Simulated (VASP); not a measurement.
# Re (P6/mmm) in VASP: a series of runs, part 2 of 2

VASP 6.6.1. The steps go on from the part before.

### Step 4. Single point, BLYP

This run uses another cell than the first one, of 15.81 Å³/atom.

File INCAR:

```
  PREC = Accurate
  ENCUT = 560
  EDIFF = 1E-6
  ISMEAR = -1
  SIGMA = 0.1
  LREAL = False
  LASPH = True
  NELM = 120
  ALGO = Normal
  ISIF = 2
  LWAVE = False
  LCHARG = False
  GGA = B5
  ALDAX = 1.0
  AGGAX = 1.0
  AGGAC = 1.0
  ALDAC = 0.0
  NBANDS = 30
  GGA_COMPAT = False
```

File KPOINTS:

```
regular mesh
0
Gamma
  8 8 12
```

File POSCAR:

```
Re
1.0
    4.4323202878      0.0000000000      0.0000000000
   -2.2161601439      3.8385019670      0.0000000000
    0.0000000000      0.0000000000      2.7873484112
Re
3
Direct
    1.0000000000      1.0000000000      1.0000000000
    0.3333333333      0.6666666667      0.5000000000
    0.6666666667      0.3333333333      0.5000000000
```

Potentials or basis: VASP PAW PBE potentials, release 64 (Re_sv_GW).

Launch:

```sh
$ cat potpaw_PBE.64/Re_sv_GW/POTCAR > POTCAR
$ mpirun -np 1 vasp_std > vasp.out
```

OUTCAR:

```text
PREC = Accurate
   ENCUT = 560
   EDIFF = 1E-6
   ISMEAR = -1
   LREAL = False
   LASPH = True
   NELM = 120
   ISIF = 2
   GGA = B5

 ion  position               nearest neighbor table
   1  0.000  0.000  0.000-   2 2.91   3 2.91   2 2.91   3 2.91   3 2.91   3 2.91   2 2.91   2 2.91
                             3 2.91   3 2.91   2 2.91   2 2.91
   2  0.333  0.667  0.500-   3 2.56   3 2.56   3 2.56   1 2.91   1 2.91   1 2.91   1 2.91   1 2.91
                             1 2.91
   3  0.667  0.333  0.500-   2 2.56   2 2.56   2 2.56   1 2.91   1 2.91   1 2.91   1 2.91   1 2.91
                             1 2.91

  LATTYP: Found a hexagonal cell.
 ALAT       =     4.4323202878
 C/A-ratio  =     0.6288689062

  Lattice vectors:

 A1 = (   4.4323202878,   0.0000000000,   0.0000000000)
 A2 = (  -2.2161601439,   3.8385019670,   0.0000000000)
 A3 = (   0.0000000000,   0.0000000000,   2.7873484112)

Analysis of symmetry for initial positions (statically):
=====================================================================
 Subroutine PRICEL returns:
 Original cell was already a primitive cell.
[... 165 lines left out ...]
  ---------------------------------------------------
  ext. energy  EPLUGINS =         0.00000000
  ---------------------------------------------------
  free energy    TOTEN  =       -36.89792134 eV

  energy without entropy =      -36.81760757  energy(sigma->0) =      -36.85776445

 E-fermi :  12.4888     XC(G=0): -13.1080

 val. band max:       12.4824069670   @ k =   0.2500   0.1250   0.5000
 cond. band min:      12.5007144222   @ k =   0.3750   0.0000   0.0833
 fundamental gap:      0.0183074552
 Fermi energy:        12.4887927706

 k-point     1 :       0.0000    0.0000    0.0000
  band No.  band energies     occupation
      1     -67.0215      2.00000
      2     -66.9415      2.00000
      3     -66.8440      2.00000
      4     -29.4448      2.00000
      5     -29.4448      2.00000
      6     -29.1470      2.00000
[... 781 lines left out ...]
     29      17.1247      0.00000
     30      18.6311      0.00000

 [... further k-points ...]
[... 5 lines left out ...]
  --------------------------------------------------------------------------------------
  -------------------------------------------------------------------------------------
  Total        0.0162279      0.0162279     -0.0383188      0.0000000      0.0000000      0.0000000
  in kB        0.5482633      0.5482633     -1.2946091      0.0000000      0.0000000      0.0000000
  external PRESSURE =      -0.0660275 kB  Pullay stress =       0.0000000 kB

 VOLUME and BASIS-vectors are now :
 -----------------------------------------------------------------------------
  energy-cutoff  :      560.00
  volume of cell :       47.42
      direct lattice vectors                 reciprocal lattice vectors
     4.432320288  0.000000000  0.000000000     0.225615464  0.130259149  0.000000000
    -2.216160144  3.838501967  0.000000000     0.000000000  0.260518298  0.000000000
     0.000000000  0.000000000  2.787348411     0.000000000  0.000000000  0.358763905

 POSITION                                       TOTAL-FORCE (eV/Angst)
 -----------------------------------------------------------------------------------
      0.00000      0.00000      0.00000         0.000000      0.000000     -0.000000
     -0.00000      2.55900      1.39367        -0.000000      0.000000      0.000000
      2.21616      1.27950      1.39367         0.000000     -0.000000     -0.000000
 -----------------------------------------------------------------------------------
    total drift:                                0.000000     -0.000000     -0.000000

  FREE ENERGIE OF THE ION-ELECTRON SYSTEM (eV)
  ---------------------------------------------------
  free  energy   TOTEN  =       -36.8979213363 eV

  energy  without entropy=      -36.8176075678  energy(sigma->0) =      -36.85776445
```

stdout:

```text
POSCAR found type information on POSCAR Re
 POSCAR found :  1 types and       3 ions
 scaLAPACK will be used
 -----------------------------------------------------------------------------
|                                                                             |
|                                                                             |
|     You enforced a specific xc type in the INCAR file but a different       |
|     I HOPE YOU KNOW WHAT YOU ARE DOING!                                     |
|                                                                             |
 -----------------------------------------------------------------------------

 LDA part: xc-table for (Slater(with rela. corr.)+VWN5), standard interpolation
 POSCAR, INCAR and KPOINTS ok, starting setup
 FFT: planning ... GRIDC
 FFT: planning ... GRID_SOFT
 FFT: planning ... GRID
 WAVECAR not read
 entering main loop
```

It took 84 s on 1 thread of AMD EPYC 9R45 (Zen 5), shared host; peak memory 0.21 GiB.

Results:

```yaml
Free_energy: -36.8979 eV
Pressure: 0.0 GPa
Band_gap_on_the_k_mesh: zero (an odd number of electrons rules out a gap without spin polarisation)
```

Caveat: the PAW data sets were made with another functional, which shifts forces and pressure a little; spin-orbit coupling is left out, which moves the levels of the heavy elements.

### Step 5. Single point, BLYP (13.91 Å³/atom)

This run uses another cell than the first one, of 13.91 Å³/atom.

File INCAR:

```
SYSTEM = Re
AGGAC = 1.0
AGGAX = 1.0
ALDAC = 0.0
ALDAX = 1.0
ALGO = Normal
EDIFF = 1E-6
ENCUT = 560
GGA = B5
GGA_COMPAT = .False.
ISIF = 2
ISMEAR = -1
LASPH = .True.
LCHARG = .True.
LELF = .True.
LREAL = .False.
LVHAR = .True.
LWAVE = .False.
NBANDS = 30
NELM = 120
PREC = Accurate
SIGMA = 0.1
```

File KPOINTS:

```
k-points
0
Gamma
  9 9 13
  0 0 0
```

File POSCAR:

```
Re
1.0
    4.2474214880      0.0000000000      0.0000000000
   -2.1237107440      3.6783749092      0.0000000000
    0.0000000000      0.0000000000      2.6710713052
Re
3
Direct
    1.0000000000      1.0000000000      1.0000000000
    0.3333333333      0.6666666667      0.5000000000
    0.6666666667      0.3333333333      0.5000000000
```

Launch:

```sh
$ cat potpaw_PBE.64/Re_sv_GW/POTCAR > POTCAR
$ mpirun -np 1 vasp_std > vasp.out
```

It took 62 s on 1 thread of Intel Xeon 6975P-C (Granite Rapids), shared host; peak memory 0.24 GiB.

It converged, with:

```
Free energy            : -36.0208 eV
Pressure               : 52.9 GPa
Band gap on the k mesh : zero (an odd number of electrons rules out a gap without spin polarisation)
```

Stress tensor (GPa, compression positive):
```
55.41  0.00  0.00
 0.00 55.41  0.00
 0.00  0.00 47.84
```

Levels at points of the mesh, in eV from the Fermi level:
```
           k point  band 19  band 20  band 21  band 22  band 23  band 24  band 25  band 26  band 27  band 28
(0.00, 0.00, 0.00)    -2.90    -2.10    -0.96    -0.96    -0.12    -0.12    -0.05    -0.05     4.75     4.75
```

Caveat: the stress differs along the axes, from 48 to 55 GPa; the PAW data sets were made with another functional, which shifts forces and pressure a little; spin-orbit coupling is left out, which moves the levels of the heavy elements.

### Step 6. Summary

```tsv
cell	k mesh	gap on the mesh (eV)	pressure (GPa)
a = 4.311, b = 4.311, c = 2.711 Å, angles 90.0, 90.0, 120.0°, 3 atoms	9 × 9 × 13	none	31.3
a = 4.432, b = 4.432, c = 2.787 Å, angles 90.0, 90.0, 120.0°, 3 atoms	9 × 9 × 13	none	0.0
a = 4.432, b = 4.432, c = 2.787 Å, angles 90.0, 90.0, 120.0°, 3 atoms	8 × 8 × 12	none	0.0
a = 4.247, b = 4.247, c = 2.671 Å, angles 90.0, 90.0, 120.0°, 3 atoms	9 × 9 × 13	none	52.9
```

Alike in all rows: task single point; level BLYP; potentials or basis VASP PAW PBE potentials, release 64 (Re_sv_GW); no spin polarisation; cutoff (eV) 560; smearing fermi-dirac 0.1 eV.

Caveats: the PAW data sets were made with another functional, which shifts forces and pressure a little; spin-orbit coupling is left out, which moves the levels of the heavy elements; the cell stands under pressure (at least some runs); the stress differs along the axes, from 48 to 55 GPa (at least some runs).

Total energies depend on the potentials used, so only differences within one code and one set of settings carry meaning.

The gap in the log of VASP goes by the Fermi energy; the results here count the filled bands.